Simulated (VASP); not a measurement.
# HfO2: single point with PBE

The system is HfO2.

```
Hf O
1.0
     0.00000    2.65088    2.54892
     2.44696    0.00000    2.54892
     2.44696    2.65088    0.00000
Hf O
1 2
Direct
  0.00000 0.00000 0.00000
  0.25000 0.25000 0.25000
  0.75000 0.75000 0.75000
```

This cell differs from its parent crystal: normal strain along x -0.0400, normal strain along y +0.0400.

| Quantity | Value |
| --- | --- |
| Program | VASP 6.6.1 |
| Task | single point |
| Functional | PBE |
| Potentials or basis | VASP PAW PBE potentials, release 64 (Hf_pv, O) |
| Cutoff | 520 eV |
| k mesh | 8 × 8 × 8 |
| Occupations | gaussian, width 0.05 eV |
| Spin | no spin polarisation |
| Dipole correction | no |
| Further INCAR settings | ALGO = Normal; EDIFF = 1e-06; NBANDS = 18 |

```json
{"Pressure": "-3.1 GPa", "Band gap on the k mesh": "2.86 eV, indirect (least direct gap 3.17 eV)"}
```

Stress tensor (GPa, compression positive):
```
 15.47   0.00   0.00
  0.00 -21.52   0.00
  0.00   0.00  -3.12
```

Levels at points of the mesh, in eV from the valence-band top:
| k point | band 9 | band 10 | band 11 | band 12 | band 13 | band 14 |
| --- | --- | --- | --- | --- | --- | --- |
| (0.00, 0.00, 0.00) | -1.57 | -1.08 | -0.51 | 2.86 | 3.57 | 5.47 |
| (0.50, 0.00, 0.00) | -3.18 | -2.32 | -2.22 | 3.92 | 4.20 | 6.24 |
| (0.50, 0.50, 0.00) | -2.65 | -1.24 | -0.45 | 3.06 | 5.11 | 5.99 |
| (0.50, 0.00, 0.50) | -2.13 | -1.39 | -0.85 | 3.19 | 4.97 | 5.37 |
| (0.00, 0.50, 0.50) | -2.46 | -1.79 | 0.00 | 3.17 | 5.00 | 6.55 |

Wall time 36 s on 1 thread of Intel Xeon 6975P-C (shared host), peak memory 0.19 GiB.

Caveat: the cell differs from its parent crystal (normal strain along x -0.0400, normal strain along y +0.0400); spin-orbit coupling is left out, which moves the levels of the heavy elements. A k mesh can miss the band edges.
